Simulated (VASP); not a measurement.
# Pd (Im-3m) in VASP: a series of runs, part 2 of 2

VASP 6.6.1.

## Step 3: Single point, PBE

Contents of INCAR:

```
SYSTEM = Pd
  PREC = Accurate
  ENCUT = 520
  EDIFF = 1E-7
  ISMEAR = -1
  SIGMA = 0.08
  LREAL = .False.
  LASPH = .True.
  NELM = 80
  ALGO = Normal
  ISIF = 2
  LWAVE = .False.
  LCHARG = .False.
  GGA = PE
  NBANDS = 11
```

Contents of KPOINTS:

```
Automatic mesh
0
Gamma
  18 18 18
  0 0 0
```

Contents of POSCAR:

```
Pd
1.0
   -1.5166520354      1.5166520354      1.5166520354
    1.5166520354     -1.5166520354      1.5166520354
    1.5166520354      1.5166520354     -1.5166520354
Pd
1
Direct
    0.0000000000      0.0000000000      0.0000000000
```

Potentials or basis: VASP PAW PBE potentials, release 64 (Pd).

Run with:

```sh
cat potpaw_PBE.64/Pd/POTCAR > POTCAR
mpirun -np 1 vasp_std > vasp.out
```

OUTCAR:

```text
SYSTEM = Pd
   PREC = Accurate
   ENCUT = 520
   EDIFF = 1E-7
   ISMEAR = -1
   LREAL = .False.
   LASPH = .True.
   NELM = 80
   ISIF = 2
   GGA = PE

 ion  position               nearest neighbor table
   1  0.000  0.000  0.000-

  LATTYP: Found a body centered cubic cell.
 ALAT       =     3.0333040708

  Lattice vectors:

 A1 = (  -1.5166520354,   1.5166520354,   1.5166520354)
 A2 = (   1.5166520354,  -1.5166520354,   1.5166520354)
 A3 = (   1.5166520354,   1.5166520354,  -1.5166520354)

Analysis of symmetry for initial positions (statically):
=====================================================================
 Subroutine PRICEL returns:
 Original cell was already a primitive cell.

 Routine SETGRP: Setting up the symmetry group for a
 body centered cubic supercell.

 Subroutine GETGRP returns: Found 48 space group operations
 (whereof 48 operations were pure point group operations)
 out of a pool of 48 trial point group operations.

The static configuration has the point symmetry O_h .

Analysis of symmetry for dynamics (positions and initial velocities):
=====================================================================
 Subroutine PRICEL returns:
 Original cell was already a primitive cell.

 Routine SETGRP: Setting up the symmetry group for a
 body centered cubic supercell.

 Subroutine GETGRP returns: Found 48 space group operations
 (whereof 48 operations were pure point group operations)
 out of a pool of 48 trial point group operations.

The dynamic configuration has the point symmetry O_h .

 Subroutine INISYM returns: Found 48 space group operations
 (whereof 48 operations are pure point group operations),
 and found     1 'primitive' translations

----------------------------------------------------------------------------------------

                                     Primitive cell

  volume of cell :      13.9546

  direct lattice vectors                    reciprocal lattice vectors
    -1.516652035  1.516652035  1.516652035     0.000000000  0.329673510  0.329673510
     1.516652035 -1.516652035  1.516652035     0.329673510  0.000000000  0.329673510
     1.516652035  1.516652035 -1.516652035     0.329673510  0.329673510  0.000000000

  length of vectors
     2.626918383  2.626918383  2.626918383     0.466228749  0.466228749  0.466228749

  position of ions in fractional coordinates (direct lattice)
     0.000000000  0.000000000  0.000000000

  ion indices of the primitive-cell ions
   primitive index   ion index
                 1           1

----------------------------------------------------------------------------------------

 KPOINTS: Automatic mesh

Automatic generation of k-mesh.
 Grid dimensions read from file:
 generate k-points for:   18   18   18

 Generating k-lattice:

  Cartesian coordinates                     Fractional coordinates (reciprocal lattice)
     0.000000000  0.018315195  0.018315195     0.055555556  0.000000000  0.000000000
     0.018315195  0.000000000  0.018315195     0.000000000  0.055555556  0.000000000
     0.018315195  0.018315195  0.000000000     0.000000000  0.000000000  0.055555556

  Length of vectors
     0.025901597  0.025901597  0.025901597

  Shift w.r.t. Gamma in fractional coordinates (k-lattice)
     0.000000000  0.000000000  0.000000000

 Subroutine IBZKPT returns following result:
 ===========================================

 Found    195 irreducible k-points:

 Following reciprocal coordinates:
            Coordinates               Weight
  0.000000  0.000000  0.000000      1.000000
  0.055556  0.000000  0.000000     12.000000
  0.111111  0.000000  0.000000     12.000000
  0.166667  0.000000  0.000000     12.000000
  0.222222  0.000000  0.000000     12.000000
  0.277778  0.000000  0.000000     12.000000
[... 16 lines left out ...]
  0.333333  0.111111  0.000000     48.000000
  0.388889  0.111111  0.000000     48.000000
 [... further k-points ...]
   k-points           NKPTS =    195   k-points in BZ     NKDIM =    195   number of bands    NBANDS=     11
   number of dos      NEDOS =    301   number of ions     NIONS =      1
   total plane-waves  NPLWV =   8000
   dimension x,y,z NGX =    20 NGY =   20 NGZ =   20
   dimension x,y,z NGXF=    40 NGYF=   40 NGZF=   40
   ions per type =               1
   NGX,Y,Z   is equivalent  to a cutoff of  12.66, 12.66, 12.66 a.u.
   NGXF,Y,Z  is equivalent  to a cutoff of  25.31, 25.31, 25.31 a.u.
 SYSTEM =  Pd
   PREC   = accura    normal or accurate (medium, high low for compatibility)
   ISTART =      0    job   : 0-new  1-cont  2-samecut
   ICHARG =      2    charge: 1-file 2-atom 10-const
   ISPIN  =      1    spin polarized calculation?
   LNONCOLLINEAR =      F non collinear calculations
   LSORBIT =      F    spin-orbit coupling
   LASPH  =      T    aspherical Exc in radial PAW
   ENCUT  =  520.0 eV  38.22 Ry    6.18 a.u.   4.88  4.88  4.88*2*pi/ulx,y,z
   NELM   =     80;   NELMIN=  2; NELMDL= -5     # of ELM steps
   EDIFF  = 0.1E-06   stopping-criterion for ELM
   LREAL  =      F    real-space projection
   EDIFFG = 0.1E-05   stopping-criterion for IOM
   NSW    =      0    number of steps for IOM
   IBRION =     -1    ionic relax: 0-MD 1-quasi-New 2-CG
   NFREE  =      0    steps in history (QN), initial steepest desc. (CG)
   ISIF   =      2    stress and relaxation
   ISYM   =      2    0-nonsym 1-usesym 2-fastsym
   POTIM  = 0.5000    time-step for ionic-motion
   TEBEG  =    0.0;   TEEND  =   0.0 temperature during run
   PSTRESS=    0.0 pullay stress
   NELECT =      10.0000    total number of electrons
   NUPDOWN=      -1.0000    fix difference up-down
   EMIN   =  10.00;   EMAX   =-10.00  energy-range for DOS
   EFERMI =   0.00;   METHOD = LEGACY
   ISMEAR =    -1;   SIGMA  =   0.08  broadening in eV -4-tet -1-fermi 0-gaus
   EFERMI_NEDOS =   21; number of points for ismear=-14 and -15
   IALGO  =     38    algorithm
   IMIX   =      4    mixing-type and parameters
     AMIX     =   0.40;   BMIX     =  1.00
     AMIX_MAG =   1.60;   BMIX_MAG =  1.00
  volume/ion in A,a.u.               =      13.95        94.17
  Fermi-wavevector in a.u.,A,eV,Ry     =   1.464993  2.768435 29.200885  2.146204
  Thomas-Fermi vector in A             =   2.580903
   LORBIT       =      0    0 simple, 1 ext, 2 COOP (PROOUT), +10 PAW based schemes
   GGA     = PE    functional components
   LHFCALC =     F    Hartree Fock is set to
   AEXX    =    0.0000 exact exchange contribution
   IVDW    =     0    specifies the selected vdW correction
   LEPSILON=     F    determine dielectric tensor
   LRPA    =     F    only Hartree local field effects (RPA)
 non-spin polarized calculation
  energy-cutoff  :      520.00
  volume of cell :       13.95
 maximum number of plane-waves:       394
   NGX =  9   NGY =  9   NGZ =  9

 number of electron      10.0000000 magnetization

 number of electron       9.9999997 magnetization

 Free energy of the ion-electron system (eV)
  ---------------------------------------------------
  ext. energy  EPLUGINS =         0.00000000
  ---------------------------------------------------
  free energy    TOTEN  =        -5.09901495 eV

  energy without entropy =       -5.07673261  energy(sigma->0) =       -5.08787378

 E-fermi :  10.7475     XC(G=0): -13.5284

 val. band max:       10.7374668357   @ k =  -0.4444  -0.4444   0.3333
 cond. band min:      10.7622280373   @ k =   0.5000   0.5000   0.4444
 fundamental gap:      0.0247612016
 Fermi energy:        10.7474612935

 k-point     1 :       0.0000    0.0000    0.0000
  band No.  band energies     occupation
      1       3.1799      2.00000
      2       7.5179      2.00000
      3       7.5179      2.00000
      4       7.5179      2.00000
      5       9.6853      2.00000
      6       9.6853      2.00000
      7      30.2411      0.00000
      8      30.2411      0.00000
      9      30.2411      0.00000
     10      36.9057      0.00000
     11      39.4729      0.00000

 k-point     2 :       0.0556    0.0000    0.0000
  band No.  band energies     occupation
      1       3.3049      2.00000
      2       7.4730      2.00000
      3       7.5193      2.00000
      4       7.6101      2.00000
      5       9.6307      2.00000
      6       9.6885      2.00000
      7      30.2164      0.00000
      8      30.2737      0.00000
      9      30.4024      0.00000
     10      36.8958      0.00000
     11      38.2651      0.00000
[... 295 lines left out ...]
 k-point    24 :       0.3889    0.1111    0.0000
  band No.  band energies     occupation
      1       5.2831      2.00000
      2       6.3251      2.00000
      3       9.1729      2.00000
      4       9.5794      2.00000
      5      10.4661      1.94231
      6      13.2985      0.00000
      7      19.9198      0.00000
      8      25.7715      0.00000
      9      28.4739      0.00000
     10      35.5918      0.00000
     11      36.8788      0.00000

 [... further k-points ...]
[... 5 lines left out ...]
  --------------------------------------------------------------------------------------
  -------------------------------------------------------------------------------------
  Total        1.8806157      1.8806157      1.8806157     -0.0000000      0.0000000     -0.0000000
  in kB      215.9199623    215.9199623    215.9199623     -0.0000000      0.0000000     -0.0000000
  external PRESSURE =     215.9199623 kB  Pullay stress =       0.0000000 kB

 VOLUME and BASIS-vectors are now :
 -----------------------------------------------------------------------------
  energy-cutoff  :      520.00
  volume of cell :       13.95
      direct lattice vectors                 reciprocal lattice vectors
    -1.516652035  1.516652035  1.516652035     0.000000000  0.329673510  0.329673510
     1.516652035 -1.516652035  1.516652035     0.329673510  0.000000000  0.329673510
     1.516652035  1.516652035 -1.516652035     0.329673510  0.329673510  0.000000000

 POSITION                                       TOTAL-FORCE (eV/Angst)
 -----------------------------------------------------------------------------------
      0.00000      0.00000      0.00000        -0.000000      0.000000     -0.000000
 -----------------------------------------------------------------------------------
    total drift:                                0.000000     -0.000000      0.000000

  FREE ENERGIE OF THE ION-ELECTRON SYSTEM (eV)
  ---------------------------------------------------
  free  energy   TOTEN  =        -5.0990149525 eV

  energy  without entropy=       -5.0767326146  energy(sigma->0) =       -5.08787378
```

stdout:

```text
POSCAR found type information on POSCAR Pd
 POSCAR found :  1 types and       1 ions
 scaLAPACK will be used
 LDA part: xc-table for (Slater+PW92), standard interpolation
 POSCAR, INCAR and KPOINTS ok, starting setup
 FFT: planning ... GRIDC
 FFT: planning ... GRID_SOFT
 FFT: planning ... GRID
 WAVECAR not read
 entering main loop
```

Wall time 35 s (1 thread of Intel Xeon Platinum 8259CL at 2.50GHz (Skylake/Cascade Lake), shared host); peak memory 0.14 GiB.

What came out:

- Free energy: -5.0990 eV
- Pressure: 21.6 GPa
- Band gap on the k mesh: zero (band 5 reaches 11.43 eV, above the bottom of band 6 at 9.58 eV)

Levels at points of the mesh, in eV from the Fermi level:
```tsv
k point	band 2	band 3	band 4	band 5	band 6	band 7	band 8	band 9
(0.00, 0.00, 0.00)	-3.23	-3.23	-3.23	-1.06	-1.06	19.49	19.49	19.49
(0.50, 0.00, 0.00)	-4.55	-1.13	-0.79	0.68	1.31	8.46	15.28	18.48
(0.50, 0.50, 0.50)	-5.75	0.25	0.25	0.25	9.47	9.47	9.47	18.41
```
